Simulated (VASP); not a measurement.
# HPbNO4 (P1) in VASP: notebook

The runs below take HPbNO4 through single point, with r2SCAN0, PBE.

Program: VASP 6.6.1. These are calculated values, not measurements. Logs are shortened: lines on timing, memory, paths and dates and some standing lists are left out, and cuts for length are marked.

## (1) The cell of the first run

The typed cell holds 7 atoms: a = 4.204 Å, b = 4.339 Å, c = 6.729 Å, α = 71.95°, β = 72.29°, γ = 62.23°.

## (2) Single point, r2SCAN0

POSCAR

```
HPbNO4
1.0
    4.1992300000      0.1111700000      0.1681700000
    1.9160000000      3.8913200000      0.1256800000
    1.7608500000      1.2525900000      6.3726600000
H Pb N O
1 1 1 4
Direct
    0.8914500000      0.6820200000      0.6279600000
    0.1442600000      0.9287200000      0.8835200000
    0.2567000000      0.2886100000      0.3017100000
    0.8310800000      0.6505600000      0.7840500000
    0.3869400000      0.2238000000      0.1129500000
    0.3110400000      0.0357600000      0.4585600000
    0.0772600000      0.6063300000      0.3227500000
```

INCAR.step1

```
SYSTEM = HPbNO4
PREC = Accurate
ENCUT = 520
EDIFF = 1E-5
ISMEAR = -1
SIGMA = 0.05
LREAL = .FALSE.
LASPH = .TRUE.
NELM = 60
ALGO = Normal
ISIF = 2
LWAVE = .TRUE.
LCHARG = .FALSE.
GGA = PE
NBANDS = 31
LUSENCCL = .FALSE.
```

INCAR.step2

```
SYSTEM = HPbNO4
PREC = Accurate
ENCUT = 520
EDIFF = 1E-6
ISMEAR = -1
SIGMA = 0.05
LREAL = .FALSE.
LASPH = .TRUE.
NELM = 60
ALGO = Normal
ISIF = 2
LWAVE = .FALSE.
LCHARG = .FALSE.
METAGGA = R2SCAN
LHFCALC = .TRUE.
AEXX = 0.25
LMIXTAU = .TRUE.
PRECFOCK = Fast
ISTART = 1
NBANDS = 31
LUSENCCL = .FALSE.
```

KPOINTS

```
regular mesh
0
G
  3 3 2
  0 0 0
```

Potentials or basis: VASP PAW PBE potentials, release 64 (H, Pb_d, N, O).

Run with:

```
cat potpaw_PBE.64/H/POTCAR potpaw_PBE.64/Pb_d/POTCAR potpaw_PBE.64/N/POTCAR potpaw_PBE.64/O/POTCAR > POTCAR
cp INCAR.step1 INCAR
mpirun -np 1 vasp_std > vasp.out
cp INCAR.step2 INCAR
mpirun -np 1 vasp_std > vasp.out
```

OUTCAR:

```text
SYSTEM = HPbNO4
   PREC = Accurate
   ENCUT = 520
   EDIFF = 1E-6
   ISMEAR = -1
   LREAL = .FALSE.
   LASPH = .TRUE.
   NELM = 60
   ISIF = 2
   METAGGA = R2SCAN
   LHFCALC = .TRUE.
   AEXX = 0.25
   PRECFOCK = Fast
   ISTART = 1

 ion  position               nearest neighbor table
   1  0.891  0.682  0.628-   4 0.98
   2  0.144  0.929  0.884-   4 2.48   4 2.51   6 2.67   4 2.72   5 2.81   7 2.84   5 2.91   5 2.93

   3  0.257  0.289  0.302-   6 1.25   7 1.26   5 1.28
   4  0.831  0.651  0.784-   1 0.98   2 2.48   2 2.51   2 2.72
   5  0.387  0.224  0.113-   3 1.28   2 2.81   2 2.91   2 2.93
   6  0.311  0.036  0.459-   3 1.25   2 2.67
   7  0.077  0.606  0.323-   3 1.26   2 2.84

  LATTYP: Found a triclinic cell.
 ALAT       =     6.7290690222
 B/A-ratio  =     1.0080435208
 C/A-ratio  =     0.6247619357
 COS(alpha) =     0.0037064377
 COS(beta)  =     0.3041824545
 COS(gamma) =     0.7937729759

  Lattice vectors:

 A1 = (   1.7608500000,   1.2525900000,   6.3726600000)
 A2 = (  -0.1551500000,  -2.6387300000,   6.2469800000)
 A3 = (   4.1992300000,   0.1111700000,   0.1681700000)

Analysis of symmetry for initial positions (statically):
=====================================================================
 Subroutine PRICEL returns:
 Original cell was already a primitive cell.

 Routine SETGRP: Setting up the symmetry group for a
 triclinic supercell.

 Subroutine GETGRP returns: Found  1 space group operations
 (whereof  1 operations were pure point group operations)
 out of a pool of  2 trial point group operations.

The static configuration has the point symmetry C_1 .

Analysis of symmetry for dynamics (positions and initial velocities):
=====================================================================
 Subroutine PRICEL returns:
 Original cell was already a primitive cell.

 Routine SETGRP: Setting up the symmetry group for a
 triclinic supercell.

 Subroutine GETGRP returns: Found  1 space group operations
 (whereof  1 operations were pure point group operations)
 out of a pool of  2 trial point group operations.
[... 98 lines left out ...]
   EDIFFG = 0.1E-04   stopping-criterion for IOM
   NSW    =      0    number of steps for IOM
   IBRION =     -1    ionic relax: 0-MD 1-quasi-New 2-CG
   NFREE  =      0    steps in history (QN), initial steepest desc. (CG)
   ISIF   =      2    stress and relaxation
   ISYM   =      3    0-nonsym 1-usesym 2-fastsym
   POTIM  = 0.5000    time-step for ionic-motion
   TEBEG  =    0.0;   TEEND  =   0.0 temperature during run
   PSTRESS=    0.0 pullay stress
   NELECT =      44.0000    total number of electrons
   NUPDOWN=      -1.0000    fix difference up-down
   EMIN   =  10.00;   EMAX   =-10.00  energy-range for DOS
   EFERMI =   0.00;   METHOD = LEGACY
   ISMEAR =    -1;   SIGMA  =   0.05  broadening in eV -4-tet -1-fermi 0-gaus
   EFERMI_NEDOS =   21; number of points for ismear=-14 and -15
   IALGO  =     38    algorithm
   IMIX   =      1    mixing-type and parameters
     AMIX     =   0.40;   BMIX     =  1.00
     AMIX_MAG =   1.60;   BMIX_MAG =  1.00
  volume/ion in A,a.u.               =      14.48        97.74
  Fermi-wavevector in a.u.,A,eV,Ry     =   1.239444  2.342210 20.901576  1.536223
  Thomas-Fermi vector in A             =   2.373927
   LORBIT       =      0    0 simple, 1 ext, 2 COOP (PROOUT), +10 PAW based schemes
   METAGGA = R2SCAN    functional components
   LHFCALC =     T    Hartree Fock is set to
   PRECFOCK=fast      Normal, Fast or Accurate (Low or Medium for compatibility)
   ENCUT4O =  -1.0   cutoff for four orbital integrals eV
   NKREDX  =     1    reduce k-point grid by
   NKREDY  =     1    reduce k-point grid by
   NKREDZ  =     1    reduce k-point grid by
   AEXX    =    0.2500 exact exchange contribution
   HFSCREEN=    0.0000 screening length (either q_TF or 0.3 A-1)
   HFSCREENC=   0.0000 screening length for correlation (either q_TF or 0.3 A-1)
   ENCUTFOCK=  -1.0 apply spherical cutoff to Coloumb kernel
   IVDW    =     0    specifies the selected vdW correction
   LEPSILON=     F    determine dielectric tensor
   LRPA    =     F    only Hartree local field effects (RPA)
 non-spin polarized calculation
  energy-cutoff  :      520.00
  volume of cell :      101.39
 maximum number of plane-waves:      2742
  NGX = 18; NGY = 18; NGZ = 28

 number of electron      43.9999999 magnetization

 Free energy of the ion-electron system (eV)
  ---------------------------------------------------
  ext. energy  EPLUGINS =         0.00000000
  ---------------------------------------------------
  free energy    TOTEN  =       -98.50775083 eV

  energy without entropy =      -98.50775083  energy(sigma->0) =      -98.50775083

 E-fermi :   0.6113     XC(G=0):  -7.1567

 val. band max:       -0.5690478526   @ k =  -0.3333   0.3333   0.5000
 cond. band min:       4.5949190597   @ k =  -0.3333   0.3333   0.5000
 fundamental gap:      5.1639669122
 Fermi energy:         0.6112818512

 k-point     1 :       0.0000    0.0000    0.0000
  band No.  band energies     occupation
      1     -29.6550      2.00000
      2     -23.7260      2.00000
      3     -23.3921      2.00000
      4     -20.6558      2.00000
      5     -17.5211      2.00000
      6     -17.5025      2.00000
[... 329 lines left out ...]
     30      12.6164      0.00000
     31      14.0668      0.00000

------------------------ aborting loop because EDIFF is reached ----------------------------------------

  FORCE on cell =-STRESS in cart. coord.  units (eV):
  Direction    XX          YY          ZZ          XY          YZ          ZX
  --------------------------------------------------------------------------------------
  -------------------------------------------------------------------------------------
  Total       -1.6414228     -4.0355534     -4.3394513      0.2229331     -0.0581891      0.1179489
  in kB      -25.9379155    -63.7701887    -68.5724123      3.5228098     -0.9195090      1.8638390
  external PRESSURE =     -52.7601722 kB  Pullay stress =       0.0000000 kB

 VOLUME and BASIS-vectors are now :
 -----------------------------------------------------------------------------
  energy-cutoff  :      520.00
  volume of cell :      101.39
      direct lattice vectors                 reciprocal lattice vectors
     4.199230000  0.111170000  0.168170000     0.243027768 -0.118243312 -0.043910244
     1.916000000  3.891320000  0.125680000    -0.004909750  0.261012831 -0.049947232
     1.760850000  1.252590000  6.372660000    -0.006316502 -0.002027272  0.159064151

 POSITION                                       TOTAL-FORCE (eV/Angst)
 -----------------------------------------------------------------------------------
      6.15590      3.53964      4.23741        -0.029130      0.054421      0.669059
      3.94095      4.73667      5.77135        -0.006842     -0.091637     -0.076678
      2.16219      1.52953      2.00214        -0.002838     -0.008748     -0.024549
      6.11696      3.60602      5.21801         0.039221      0.034710     -0.591234
      2.25254      1.05537      0.81299        -0.086364      0.477215      1.093984
      2.18210      0.74812      2.97905        -0.030545      0.862812     -0.879014
      2.05448      2.77229      2.14597         0.116498     -1.328773     -0.191567
 -----------------------------------------------------------------------------------
    total drift:                               -0.000307     -0.002511      0.000188

  FREE ENERGIE OF THE ION-ELECTRON SYSTEM (eV)
  ---------------------------------------------------
  free  energy   TOTEN  =       -98.5077508350 eV

  energy  without entropy=      -98.5077508350  energy(sigma->0) =      -98.50775083
```

OSZICAR.step1:

```text
N       E                     dE             d eps       ncg     rms          rms(c)
DAV:   1     0.474897485049E+03    0.47490E+03   -0.21639E+04   620   0.149E+03
DAV:   2     0.129194056422E+02   -0.46198E+03   -0.42851E+03   693   0.413E+02
DAV:   3    -0.431033601625E+02   -0.56023E+02   -0.54821E+02   755   0.155E+02
DAV:   4    -0.453105080965E+02   -0.22071E+01   -0.21978E+01   734   0.342E+01
DAV:   5    -0.454099734062E+02   -0.99465E-01   -0.99388E-01   867   0.685E+00    0.148E+01
DAV:   6    -0.405340417097E+02    0.48759E+01   -0.17397E+01   936   0.297E+01    0.584E+00
DAV:   7    -0.404712857195E+02    0.62756E-01   -0.18427E+00   697   0.807E+00    0.353E+00
DAV:   8    -0.404387860287E+02    0.32500E-01   -0.42824E-01   824   0.450E+00    0.104E+00
DAV:   9    -0.404272855116E+02    0.11501E-01   -0.73234E-02   896   0.213E+00    0.400E-01
DAV:  10    -0.404288128932E+02   -0.15274E-02   -0.12310E-02   840   0.775E-01    0.198E-01
DAV:  11    -0.404292440658E+02   -0.43117E-03   -0.20108E-03   808   0.371E-01    0.710E-02
DAV:  12    -0.404293548926E+02   -0.11083E-03   -0.46781E-04   770   0.152E-01    0.237E-02
DAV:  13    -0.404293765845E+02   -0.21692E-04   -0.50645E-05   722   0.523E-02    0.108E-02
DAV:  14    -0.404293818659E+02   -0.52815E-05   -0.15794E-05   583   0.273E-02
   1 F= -.40429382E+02 E0= -.40429382E+02  d E =-.226391E-10
```

Wall time 2.9 min (1 × NVIDIA H100 80GB with 1 thread of AMD EPYC 7R13 (Zen 3), shared host); peak memory 1.3 GiB.

What came out:

```yaml
Free_energy: -98.5078 eV
Pressure: -5.3 GPa
Largest_force: 1.348 eV/Å
Band_gap_on_the_k_mesh: 5.16 eV, direct
```

Forces on the atoms (eV/Å):
```
H   -0.029  0.054  0.669
Pb  -0.007 -0.092 -0.077
N   -0.003 -0.009 -0.025
O    0.039  0.035 -0.591
O   -0.086  0.477  1.094
O   -0.031  0.863 -0.879
O    0.116 -1.329 -0.192
```

Levels at points of the mesh, in eV from the valence-band top:
```csv
k point,band 20,band 21,band 22,band 23,band 24,band 25
"(0.00, 0.00, 0.00)",-1.95,-1.78,-1.45,6.00,6.52,7.82
"(0.00, 0.00, 0.50)",-1.87,-1.70,-1.58,5.87,5.93,7.83
```

Caveat: the k points lie up to 0.57 Å⁻¹ apart; the standard files for N, O and F lose accuracy on very short bonds; the PAW data sets were made with another functional, which shifts forces and pressure a little; spin-orbit coupling is left out, which moves the levels of the heavy elements. A k mesh can miss the band edges.

## (3) Single point, PBE

INCAR

```
ALGO = Normal
EDIFF = 1E-7
ENCUT = 520
GGA = PE
ISIF = 2
ISMEAR = -1
LASPH = T
LCHARG = T
LELF = T
LREAL = F
LVHAR = T
LWAVE = F
NBANDS = 31
NELM = 100
PREC = Accurate
SIGMA = 0.05
```

KPOINTS

```
k-points
0
Gamma
  5 5 3
```

POSCAR is that of step 2.

Potentials or basis: VASP PAW PBE potentials, release 64 (H, Pb_d, N, O).

Run with:

```
cat potpaw_PBE.64/H/POTCAR potpaw_PBE.64/Pb_d/POTCAR potpaw_PBE.64/N/POTCAR potpaw_PBE.64/O/POTCAR > POTCAR
mpirun -np 1 vasp_std > vasp.out
```

Wall time 2.1 min (1 thread of Intel Xeon Platinum 8259CL at 2.50GHz (Skylake/Cascade Lake), shared host); peak memory 0.28 GiB.

Results (log left out):

```yaml
Free_energy: -40.4285 eV
Pressure: 0.6 GPa
Largest_force: 0.424 eV/Å
Band_gap_on_the_k_mesh: 2.84 eV, indirect (the least direct gap lies 5.0 meV higher)
```

Forces in eV/Å, atoms in the order of the input:
```
H    0.003 -0.008 -0.109
Pb   0.001  0.007  0.001
N    0.006 -0.047 -0.084
O   -0.004  0.005  0.098
O    0.022 -0.118 -0.292
O    0.006 -0.256  0.338
O   -0.035  0.416  0.049
```

Stress tensor (GPa, compression positive):
```
-0.22 -0.06 -0.03
-0.06  0.97 -0.10
-0.03 -0.10  1.01
```

Levels at points of the mesh, in eV from the valence-band top:
```tsv
k point	band 18	band 19	band 20	band 21	band 22	band 23	band 24	band 25	band 26	band 27
(0.00, 0.00, 0.00)	-2.03	-2.02	-1.53	-1.33	-0.70	3.58	4.35	5.50	6.26	6.32
```

Caveat: the standard files for N, O and F lose accuracy on very short bonds; spin-orbit coupling is left out, which moves the levels of the heavy elements. A k mesh can miss the band edges.

## (4) Single point, PBE

INCAR

```
  PREC = Accurate
  ENCUT = 520
  EDIFF = 1E-6
  ISMEAR = -1
  SIGMA = 0.05
  LREAL = F
  LASPH = T
  NELM = 60
  ALGO = Normal
  ISIF = 2
  LWAVE = F
  LCHARG = F
  GGA = PE
  NBANDS = 31
```

KPOINTS

```
regular mesh
0
Gamma
  4 4 3
```

POSCAR is that of step 3.

Run with:

```
cat potpaw_PBE.64/H/POTCAR potpaw_PBE.64/Pb_d/POTCAR potpaw_PBE.64/N/POTCAR potpaw_PBE.64/O/POTCAR > POTCAR
mpirun -np 1 vasp_std > vasp.out
```

It took 2.6 min on 1 thread of AMD EPYC 7R13 (Zen 3), shared host; peak memory 0.22 GiB.

Results (log left out):

```yaml
Free_energy: -40.4286 eV
Pressure: 0.6 GPa
Largest_force: 0.424 eV/Å
Band_gap_on_the_k_mesh: 2.95 eV, indirect (least direct gap 2.96 eV)
```

Forces in eV/Å, atoms in the order of the input:
```
H    0.003 -0.008 -0.108
Pb   0.001  0.007  0.002
N    0.006 -0.047 -0.084
O   -0.004  0.005  0.096
O    0.022 -0.118 -0.293
O    0.006 -0.256  0.338
O   -0.035  0.415  0.049
```

Stress tensor (GPa, compression positive):
```
-0.21 -0.06 -0.03
-0.06  0.98 -0.09
-0.03 -0.09  1.01
```

Levels at points of the mesh, in eV from the valence-band top:
```csv
k point,band 18,band 19,band 20,band 21,band 22,band 23,band 24,band 25,band 26,band 27
"(0.00, 0.00, 0.00)",-1.98,-1.97,-1.47,-1.27,-0.64,3.63,4.41,5.56,6.31,6.37
"(0.50, 0.00, 0.00)",-2.23,-1.84,-1.40,-0.60,-0.14,3.17,4.62,5.56,6.62,8.33
"(0.00, 0.50, 0.00)",-2.23,-1.47,-1.32,-0.56,0.00,3.02,4.15,5.26,7.11,7.90
"(0.50, 0.50, 0.00)",-1.95,-1.75,-1.58,-0.52,-0.22,3.27,4.20,5.51,6.51,8.40
```

Caveat: the k points lie up to 0.43 Å⁻¹ apart; the standard files for N, O and F lose accuracy on very short bonds; spin-orbit coupling is left out, which moves the levels of the heavy elements. A hybrid or GW would open this gap; PBE tends to underestimate it.

## (5) Summary

| level | k mesh | grid for exact exchange (PRECFOCK) | gap on the mesh (eV) | pressure (GPa) | largest force (eV/Å) |
| --- | --- | --- | --- | --- | --- |
| r2SCAN0 | 3 × 3 × 2 | Fast | 5.16 | -5.3 | 1.35 |
| PBE | 5 × 5 × 3 | - | 2.84 | 0.6 | 0.42 |
| PBE | 4 × 4 × 3 | - | 2.95 | 0.6 | 0.42 |

Alike in all rows: task single point; potentials or basis VASP PAW PBE potentials, release 64 (H, Pb_d, N, O); no spin polarisation; cell as given; cutoff (eV) 520; smearing fermi-dirac 0.05 eV.

Caveats: some runs use coarse meshes; the standard files for N, O and F lose accuracy on very short bonds; spin-orbit coupling is left out, which moves the levels of the heavy elements; the PAW data sets were made with another functional, which shifts forces and pressure a little (some runs).

Absolute energies hang on the potentials; compare differences alone.
